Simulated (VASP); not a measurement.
The system is Sr.

```
Sr
1.0
    -2.24217    2.24217    2.24217
     2.24217   -2.24217    2.24217
     2.24217    2.24217   -2.24217
Sr
1
Direct
  0.00000 0.00000 0.00000
```

This isn't the form of Sr at room conditions, which is fcc.

| Property | Result |
| --- | --- |
| Program | VASP 6.6.1 |
| Task | relaxation of cell and atoms |
| Functional | PBE |
| Potentials or basis | VASP PAW PBE potentials, release 64 (Sr_sv) |
| Cutoff | 600 eV |
| k mesh | 14 × 14 × 14 |
| Occupations | gaussian, width 0.1 eV |
| Spin | no spin polarisation |

At the start: pressure 2.8 GPa; volume 45.09 Å³/atom.

Question: Where does the relaxation end?

Answer: Over 4 steps the energy falls by 69.8 meV/atom and the volume is 54.03 Å³/atom (+19.8 %); space group Im-3m (No. 229, to 0.1 Å) before and after.

Step by step:
| step | energy change (eV) | largest force (eV/Å) | pressure (GPa) | volume (Å³) |
| --- | --- | --- | --- | --- |
| 1 | 0.0000 | 0.0000 | 2.84 | 45.09 |
| 2 | -0.0606 | 0.0000 | 0.88 | 50.51 |
| 3 | -0.0692 | 0.0000 | -0.20 | 54.91 |
| 4 | -0.0698 | 0.0000 | 0.00 | 54.03 |

Final structure:
```
Sr
1.0
    -2.38147    2.38147    2.38147
     2.38147   -2.38147    2.38147
     2.38147    2.38147   -2.38147
Sr
1
Direct
  0.00000 0.00000 0.00000
```

Caveat: the volume moved by over 15 % at a fixed basis, so the end points are rough.
